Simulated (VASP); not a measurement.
# Ti (Im-3m) in VASP: a series of runs

Runs on Ti. Level: LDA. Tasks: single point.

All numbers are computed with VASP 6.6.1; they aren't measurements. Logs are shortened: lines on timing, memory, paths and dates and some standing lists are left out, and cuts for length are marked.

## (1) The cell of the first run

Symmetry: Im-3m, No. 229, cubic system. The conventional cell has a = 2.972 Å, b = 2.972 Å, c = 2.972 Å, α = 90.00°, β = 90.00°, γ = 90.00°. Ti (site symmetry m-3m) has 14 Ti at 2.57 to 2.97 Å within 3.4 Å.

## (2) Single point, LDA

INCAR

```
  PREC = Accurate
  ENCUT = 520
  EDIFF = 1E-6
  ISMEAR = 1
  SIGMA = 0.05
  LREAL = False
  LASPH = True
  NELM = 60
  ALGO = Normal
  ISIF = 2
  LWAVE = False
  LCHARG = False
  NBANDS = 12
```

KPOINTS

```
regular mesh
0
Gamma
  19 19 19
```

POSCAR

```
Ti
1.0
    1.4858362649      1.4858362649      1.4858362649
   -1.4858362649      1.4858362649      1.4858362649
   -1.4858362649     -1.4858362649      1.4858362649
Ti
1
Direct
    0.0000000000      0.0000000000      0.0000000000
```

Potentials or basis: VASP PAW LDA potentials, release 64 (Ti_sv).

On the command line:

```console
> cat potpaw_LDA.64/Ti_sv/POTCAR > POTCAR
> mpirun -np 1 vasp_std > vasp.out
```

OUTCAR:

```text
PREC = Accurate
   ENCUT = 520
   EDIFF = 1E-6
   ISMEAR = 1
   LREAL = False
   LASPH = True
   NELM = 60
   ISIF = 2

 ion  position               nearest neighbor table
   1  0.000  0.000  0.000-

  LATTYP: Found a body centered cubic cell.
 ALAT       =     2.9716725298

  Lattice vectors:

 A1 = (   1.4858362649,  -1.4858362649,  -1.4858362649)
 A2 = (   1.4858362649,   1.4858362649,   1.4858362649)
 A3 = (  -1.4858362649,  -1.4858362649,   1.4858362649)

Analysis of symmetry for initial positions (statically):
=====================================================================
 Subroutine PRICEL returns:
 Original cell was already a primitive cell.

 Routine SETGRP: Setting up the symmetry group for a
 body centered cubic supercell.

 Subroutine GETGRP returns: Found 48 space group operations
 (whereof 48 operations were pure point group operations)
 out of a pool of 48 trial point group operations.

The static configuration has the point symmetry O_h .

Analysis of symmetry for dynamics (positions and initial velocities):
=====================================================================
 Subroutine PRICEL returns:
 Original cell was already a primitive cell.

 Routine SETGRP: Setting up the symmetry group for a
 body centered cubic supercell.

 Subroutine GETGRP returns: Found 48 space group operations
 (whereof 48 operations were pure point group operations)
 out of a pool of 48 trial point group operations.

The dynamic configuration has the point symmetry O_h .

 Subroutine INISYM returns: Found 48 space group operations
 (whereof 48 operations are pure point group operations),
 and found     1 'primitive' translations

----------------------------------------------------------------------------------------

                                     Primitive cell

  volume of cell :      13.1212

  direct lattice vectors                    reciprocal lattice vectors
     1.485836265  1.485836265  1.485836265     0.336510834  0.000000000  0.336510834
    -1.485836265  1.485836265  1.485836265    -0.336510834  0.336510834  0.000000000
    -1.485836265 -1.485836265  1.485836265     0.000000000 -0.336510834  0.336510834

  length of vectors
     2.573543903  2.573543903  2.573543903     0.475898185  0.475898185  0.475898185

  position of ions in fractional coordinates (direct lattice)
     0.000000000  0.000000000  0.000000000

  ion indices of the primitive-cell ions
   primitive index   ion index
                 1           1

----------------------------------------------------------------------------------------

[... 80 lines left out ...]
   NELECT =      12.0000    total number of electrons
   NUPDOWN=      -1.0000    fix difference up-down
   EMIN   =  10.00;   EMAX   =-10.00  energy-range for DOS
   EFERMI =   0.00;   METHOD = LEGACY
   ISMEAR =     1;   SIGMA  =   0.05  broadening in eV -4-tet -1-fermi 0-gaus
   EFERMI_NEDOS =   21; number of points for ismear=-14 and -15
   IALGO  =     38    algorithm
   IMIX   =      4    mixing-type and parameters
     AMIX     =   0.40;   BMIX     =  1.00
     AMIX_MAG =   1.60;   BMIX_MAG =  1.00
  volume/ion in A,a.u.               =      13.12        88.55
  Fermi-wavevector in a.u.,A,eV,Ry     =   1.589075  3.002916 34.356863  2.525158
  Thomas-Fermi vector in A             =   2.687980
   LORBIT       =      0    0 simple, 1 ext, 2 COOP (PROOUT), +10 PAW based schemes
   GGA     = CA    functional components
   LHFCALC =     F    Hartree Fock is set to
   AEXX    =    0.0000 exact exchange contribution
   IVDW    =     0    specifies the selected vdW correction
   LEPSILON=     F    determine dielectric tensor
   LRPA    =     F    only Hartree local field effects (RPA)
 non-spin polarized calculation
 Methfessel and Paxton  Order N= 1 SIGMA  =   0.05
  energy-cutoff  :      520.00
  volume of cell :       13.12
 maximum number of plane-waves:       370
   NGX =  9   NGY =  9   NGZ =  9

 number of electron      11.9999996 magnetization

 Free energy of the ion-electron system (eV)
  ---------------------------------------------------
  ext. energy  EPLUGINS =         0.00000000
  ---------------------------------------------------
  free energy    TOTEN  =        -8.23753128 eV

  energy without entropy =       -8.23735691  energy(sigma->0) =       -8.23747316

 E-fermi :  11.1165     XC(G=0): -13.1844

 val. band max:       11.1109495736   @ k =   0.2632  -0.4211   0.0526
 cond. band min:      11.1310619935   @ k =   0.4211   0.2105   0.0000
 fundamental gap:      0.0201124199
 Fermi energy:        11.1164685891

 k-point     1 :       0.0000    0.0000    0.0000
  band No.  band energies     occupation
      1     -44.3299      2.00000
      2     -20.0021      2.00000
      3     -20.0021      2.00000
      4     -20.0021      2.00000
      5       4.8301      2.00000
      6      12.2544      0.00000
      7      12.2544      0.00000
      8      12.2544      0.00000
      9      14.7348      0.00000
     10      14.7348      0.00000
     11      30.6376      0.00000
     12      30.6376      0.00000
[... 331 lines left out ...]
 k-point    24 :       0.4211    0.1053    0.0000
  band No.  band energies     occupation
      1     -43.9742      2.00000
      2     -21.3680      2.00000
      3     -20.4569      2.00000
      4     -20.0820      2.00000
      5       8.2429      2.00000
      6      10.5524      2.00000
      7      11.7911     -0.00000
      8      14.5214      0.00000
      9      15.3275      0.00000
     10      16.5975      0.00000
     11      25.4211      0.00000
     12      27.4775      0.00000

 [... further k-points ...]

------------------------ aborting loop because EDIFF is reached ----------------------------------------

  FORCE on cell =-STRESS in cart. coord.  units (eV):
  Direction    XX          YY          ZZ          XY          YZ          ZX
  --------------------------------------------------------------------------------------
  -------------------------------------------------------------------------------------
  Total        2.4224998      2.4224998      2.4224998     -0.0000000      0.0000000     -0.0000000
  in kB      295.8022558    295.8022558    295.8022558     -0.0000000      0.0000000     -0.0000000
  external PRESSURE =     295.8022558 kB  Pullay stress =       0.0000000 kB

 VOLUME and BASIS-vectors are now :
 -----------------------------------------------------------------------------
  energy-cutoff  :      520.00
  volume of cell :       13.12
      direct lattice vectors                 reciprocal lattice vectors
     1.485836265  1.485836265  1.485836265     0.336510834  0.000000000  0.336510834
    -1.485836265  1.485836265  1.485836265    -0.336510834  0.336510834  0.000000000
    -1.485836265 -1.485836265  1.485836265     0.000000000 -0.336510834  0.336510834

 POSITION                                       TOTAL-FORCE (eV/Angst)
 -----------------------------------------------------------------------------------
      0.00000      0.00000      0.00000        -0.000000     -0.000000     -0.000000
 -----------------------------------------------------------------------------------
    total drift:                               -0.000000     -0.000000      0.000000

  FREE ENERGIE OF THE ION-ELECTRON SYSTEM (eV)
  ---------------------------------------------------
  free  energy   TOTEN  =        -8.2375312815 eV

  energy  without entropy=       -8.2373569108  energy(sigma->0) =       -8.23747316
```

OSZICAR:

```text
N       E                     dE             d eps       ncg     rms          rms(c)
DAV:   1     0.849891497769E+02    0.84989E+02   -0.65068E+03  5304   0.127E+03
DAV:   2    -0.498856640262E+01   -0.89978E+02   -0.87238E+02  5400   0.301E+02
DAV:   3    -0.868306986299E+01   -0.36945E+01   -0.36413E+01  6644   0.627E+01
DAV:   4    -0.877199489405E+01   -0.88925E-01   -0.88870E-01  5972   0.834E+00
DAV:   5    -0.877419503322E+01   -0.22001E-02   -0.22001E-02  5988   0.114E+00    0.113E+01
DAV:   6    -0.820815816481E+01    0.56604E+00   -0.12498E+00  5740   0.167E+01    0.388E+00
DAV:   7    -0.821585041256E+01   -0.76922E-02   -0.10336E-01  6368   0.387E+00    0.172E+00
DAV:   8    -0.823717043939E+01   -0.21320E-01   -0.57397E-02  5592   0.276E+00    0.144E-01
DAV:   9    -0.823746456223E+01   -0.29412E-03   -0.58460E-03  6244   0.756E-01    0.124E-01
DAV:  10    -0.823756807932E+01   -0.10352E-03   -0.42110E-04  5648   0.232E-01    0.404E-02
DAV:  11    -0.823753105160E+01    0.37028E-04   -0.44160E-05  5864   0.865E-02    0.328E-03
DAV:  12    -0.823753128154E+01   -0.22995E-06   -0.62818E-07  4428   0.874E-03
   1 F= -.82375313E+01 E0= -.82374732E+01  d E =-.174371E-03
```

stdout:

```text
POSCAR found type information on POSCAR Ti
 POSCAR found :  1 types and       1 ions
 scaLAPACK will be used
 LDA part: xc-table for (Slater(with rela. corr.)+CA(PZ))
 , standard interpolation
 POSCAR, INCAR and KPOINTS ok, starting setup
 FFT: planning ... GRIDC
 FFT: planning ... GRID_SOFT
 FFT: planning ... GRID
 WAVECAR not read
 entering main loop
```

Run time: 21 s. Hardware: 1 thread of Intel Xeon Platinum 8488C (Sapphire Rapids), shared host; peak memory 0.14 GiB.

Results:

- Free energy: -8.2375 eV
- Pressure: 29.6 GPa
- Band gap on the k mesh: zero (band 6 reaches 12.25 eV, above the bottom of band 7 at 10.34 eV)

Levels at points of the mesh, in eV from the Fermi level:
```tsv
k point	band 4	band 5	band 6	band 7	band 8	band 9
(0.00, 0.00, 0.00)	-31.12	-6.29	1.14	1.14	1.14	3.62
```

## (3) Single point, LDA

This run uses another cell than the first one, of 13.86 Å³/atom, 1.057 times its volume.

INCAR

```
PREC = Accurate ; ENCUT = 520
EDIFF = 1E-6 ; ISMEAR = 1
SIGMA = 0.05 ; LREAL = False
LASPH = True ; NELM = 60
ALGO = Normal ; ISIF = 2
LWAVE = False ; LCHARG = False
NBANDS = 12
```

KPOINTS

```
Automatic mesh
0
Gamma
  19 19 19
```

POSCAR

```
Ti
1.0
    1.5133859833      1.5133859833      1.5133859833
   -1.5133859833      1.5133859833      1.5133859833
   -1.5133859833     -1.5133859833      1.5133859833
Ti
1
Direct
    0.0000000000      0.0000000000      0.0000000000
```

Potentials or basis: VASP PAW LDA potentials, release 64 (Ti_sv).

On the command line:

```console
> cat potpaw_LDA.64/Ti_sv/POTCAR > POTCAR
> mpirun -np 1 vasp_std > vasp.out
```

OUTCAR:

```text
PREC = Accurate
   ENCUT = 520
   EDIFF = 1E-6
   ISMEAR = 1
   LREAL = False
   LASPH = True
   NELM = 60
   ISIF = 2

 ion  position               nearest neighbor table
   1  0.000  0.000  0.000-

  LATTYP: Found a body centered cubic cell.
 ALAT       =     3.0267719666

  Lattice vectors:

 A1 = (   1.5133859833,  -1.5133859833,  -1.5133859833)
 A2 = (   1.5133859833,   1.5133859833,   1.5133859833)
 A3 = (  -1.5133859833,  -1.5133859833,   1.5133859833)

Analysis of symmetry for initial positions (statically):
=====================================================================
 Subroutine PRICEL returns:
 Original cell was already a primitive cell.

 Routine SETGRP: Setting up the symmetry group for a
 body centered cubic supercell.

 Subroutine GETGRP returns: Found 48 space group operations
 (whereof 48 operations were pure point group operations)
 out of a pool of 48 trial point group operations.

The static configuration has the point symmetry O_h .

Analysis of symmetry for dynamics (positions and initial velocities):
=====================================================================
 Subroutine PRICEL returns:
 Original cell was already a primitive cell.

 Routine SETGRP: Setting up the symmetry group for a
 body centered cubic supercell.

 Subroutine GETGRP returns: Found 48 space group operations
 (whereof 48 operations were pure point group operations)
 out of a pool of 48 trial point group operations.

The dynamic configuration has the point symmetry O_h .

 Subroutine INISYM returns: Found 48 space group operations
 (whereof 48 operations are pure point group operations),
 and found     1 'primitive' translations

----------------------------------------------------------------------------------------

                                     Primitive cell

  volume of cell :      13.8647

  direct lattice vectors                    reciprocal lattice vectors
     1.513385983  1.513385983  1.513385983     0.330384981  0.000000000  0.330384981
    -1.513385983  1.513385983  1.513385983    -0.330384981  0.330384981  0.000000000
    -1.513385983 -1.513385983  1.513385983     0.000000000 -0.330384981  0.330384981

  length of vectors
     2.621261415  2.621261415  2.621261415     0.467234922  0.467234922  0.467234922

  position of ions in fractional coordinates (direct lattice)
     0.000000000  0.000000000  0.000000000

  ion indices of the primitive-cell ions
   primitive index   ion index
                 1           1

----------------------------------------------------------------------------------------

 KPOINTS: Automatic mesh

Automatic generation of k-mesh.
 Grid dimensions read from file:
 generate k-points for:   19   19   19

 Generating k-lattice:

  Cartesian coordinates                     Fractional coordinates (reciprocal lattice)
     0.017388683  0.000000000  0.017388683     0.052631579  0.000000000  0.000000000
    -0.017388683  0.017388683  0.000000000     0.000000000  0.052631579  0.000000000
     0.000000000 -0.017388683  0.017388683     0.000000000  0.000000000  0.052631579

  Length of vectors
     0.024591312  0.024591312  0.024591312

  Shift w.r.t. Gamma in fractional coordinates (k-lattice)
     0.000000000  0.000000000  0.000000000

 Subroutine IBZKPT returns following result:
 ===========================================

 Found    220 irreducible k-points:

 Following reciprocal coordinates:
            Coordinates               Weight
  0.000000  0.000000  0.000000      1.000000
  0.052632  0.000000  0.000000     12.000000
  0.105263  0.000000  0.000000     12.000000
  0.157895  0.000000  0.000000     12.000000
  0.210526  0.000000  0.000000     12.000000
  0.263158  0.000000  0.000000     12.000000
[... 16 lines left out ...]
  0.368421  0.105263 -0.000000     48.000000
  0.421053  0.105263  0.000000     48.000000
 [... further k-points ...]
   k-points           NKPTS =    220   k-points in BZ     NKDIM =    220   number of bands    NBANDS=     12
   number of dos      NEDOS =    301   number of ions     NIONS =      1
   total plane-waves  NPLWV =   8000
   dimension x,y,z NGX =    20 NGY =   20 NGZ =   20
   dimension x,y,z NGXF=    40 NGYF=   40 NGZF=   40
   ions per type =               1
   NGX,Y,Z   is equivalent  to a cutoff of  12.68, 12.68, 12.68 a.u.
   NGXF,Y,Z  is equivalent  to a cutoff of  25.37, 25.37, 25.37 a.u.
 SYSTEM =  unknown system
   PREC   = accura    normal or accurate (medium, high low for compatibility)
   ISTART =      0    job   : 0-new  1-cont  2-samecut
   ICHARG =      2    charge: 1-file 2-atom 10-const
   ISPIN  =      1    spin polarized calculation?
   LNONCOLLINEAR =      F non collinear calculations
   LSORBIT =      F    spin-orbit coupling
   LASPH  =      T    aspherical Exc in radial PAW
   ENCUT  =  520.0 eV  38.22 Ry    6.18 a.u.   4.87  4.87  4.87*2*pi/ulx,y,z
   NELM   =     60;   NELMIN=  2; NELMDL= -5     # of ELM steps
   EDIFF  = 0.1E-05   stopping-criterion for ELM
   LREAL  =      F    real-space projection
   EDIFFG = 0.1E-04   stopping-criterion for IOM
   NSW    =      0    number of steps for IOM
   IBRION =     -1    ionic relax: 0-MD 1-quasi-New 2-CG
   NFREE  =      0    steps in history (QN), initial steepest desc. (CG)
   ISIF   =      2    stress and relaxation
   ISYM   =      2    0-nonsym 1-usesym 2-fastsym
   POTIM  = 0.5000    time-step for ionic-motion
   TEBEG  =    0.0;   TEEND  =   0.0 temperature during run
   PSTRESS=    0.0 pullay stress
   NELECT =      12.0000    total number of electrons
   NUPDOWN=      -1.0000    fix difference up-down
   EMIN   =  10.00;   EMAX   =-10.00  energy-range for DOS
   EFERMI =   0.00;   METHOD = LEGACY
   ISMEAR =     1;   SIGMA  =   0.05  broadening in eV -4-tet -1-fermi 0-gaus
   EFERMI_NEDOS =   21; number of points for ismear=-14 and -15
   IALGO  =     38    algorithm
   IMIX   =      4    mixing-type and parameters
     AMIX     =   0.40;   BMIX     =  1.00
     AMIX_MAG =   1.60;   BMIX_MAG =  1.00
  volume/ion in A,a.u.               =      13.86        93.56
  Fermi-wavevector in a.u.,A,eV,Ry     =   1.560147  2.948250 33.117382  2.434059
  Thomas-Fermi vector in A             =   2.663402
   LORBIT       =      0    0 simple, 1 ext, 2 COOP (PROOUT), +10 PAW based schemes
   GGA     = CA    functional components
   LHFCALC =     F    Hartree Fock is set to
   AEXX    =    0.0000 exact exchange contribution
   IVDW    =     0    specifies the selected vdW correction
   LEPSILON=     F    determine dielectric tensor
   LRPA    =     F    only Hartree local field effects (RPA)
 non-spin polarized calculation
 Methfessel and Paxton  Order N= 1 SIGMA  =   0.05
  energy-cutoff  :      520.00
  volume of cell :       13.86
 maximum number of plane-waves:       386
   NGX =  9   NGY =  9   NGZ =  9

 number of electron      12.0000002 magnetization

 Free energy of the ion-electron system (eV)
  ---------------------------------------------------
  ext. energy  EPLUGINS =         0.00000000
  ---------------------------------------------------
  free energy    TOTEN  =        -8.35164746 eV

  energy without entropy =       -8.35160815  energy(sigma->0) =       -8.35163436

 E-fermi :  10.4095     XC(G=0): -12.8990

 val. band max:       10.4050037017   @ k =   0.1053   0.3158   0.1053
 cond. band min:      10.4179794641   @ k =   0.4211   0.2105   0.0000
 fundamental gap:      0.0129757625
 Fermi energy:        10.4094696301

 k-point     1 :       0.0000    0.0000    0.0000
  band No.  band energies     occupation
      1     -45.0861      2.00000
      2     -20.9084      2.00000
      3     -20.9084      2.00000
      4     -20.9084      2.00000
      5       4.1736      2.00000
      6      11.5196      0.00000
      7      11.5196      0.00000
      8      11.5196      0.00000
      9      13.8470      0.00000
     10      13.8470      0.00000
     11      29.5307      0.00000
     12      29.5307      0.00000
[... 331 lines left out ...]
 k-point    24 :       0.4211    0.1053    0.0000
  band No.  band energies     occupation
      1     -44.7957      2.00000
      2     -22.0697      2.00000
      3     -21.2978      2.00000
      4     -20.9748      2.00000
      5       7.6162      2.00000
      6       9.9298      2.00000
      7      10.9559     -0.00000
      8      13.6360      0.00000
      9      14.3803      0.00000
     10      15.5490      0.00000
     11      23.9347      0.00000
     12      26.2500      0.00000

 [... further k-points ...]

------------------------ aborting loop because EDIFF is reached ----------------------------------------

  FORCE on cell =-STRESS in cart. coord.  units (eV):
  Direction    XX          YY          ZZ          XY          YZ          ZX
  --------------------------------------------------------------------------------------
  -------------------------------------------------------------------------------------
  Total        1.7028350      1.7028350      1.7028350     -0.0000000      0.0000000     -0.0000000
  in kB      196.7768628    196.7768628    196.7768628     -0.0000000      0.0000000     -0.0000000
  external PRESSURE =     196.7768628 kB  Pullay stress =       0.0000000 kB

 VOLUME and BASIS-vectors are now :
 -----------------------------------------------------------------------------
  energy-cutoff  :      520.00
  volume of cell :       13.86
      direct lattice vectors                 reciprocal lattice vectors
     1.513385983  1.513385983  1.513385983     0.330384981  0.000000000  0.330384981
    -1.513385983  1.513385983  1.513385983    -0.330384981  0.330384981  0.000000000
    -1.513385983 -1.513385983  1.513385983     0.000000000 -0.330384981  0.330384981

 POSITION                                       TOTAL-FORCE (eV/Angst)
 -----------------------------------------------------------------------------------
      0.00000      0.00000      0.00000        -0.000000     -0.000000      0.000000
 -----------------------------------------------------------------------------------
    total drift:                               -0.000000      0.000000      0.000000

  FREE ENERGIE OF THE ION-ELECTRON SYSTEM (eV)
  ---------------------------------------------------
  free  energy   TOTEN  =        -8.3516474638 eV

  energy  without entropy=       -8.3516081458  energy(sigma->0) =       -8.35163436
```

Wall time 20 s (1 thread of Intel Xeon Platinum 8488C (Sapphire Rapids), shared host); peak memory 0.14 GiB.

What came out:

- Free energy: -8.3516 eV
- Pressure: 19.7 GPa
- Band gap on the k mesh: zero (band 6 reaches 11.52 eV, above the bottom of band 7 at 9.71 eV)
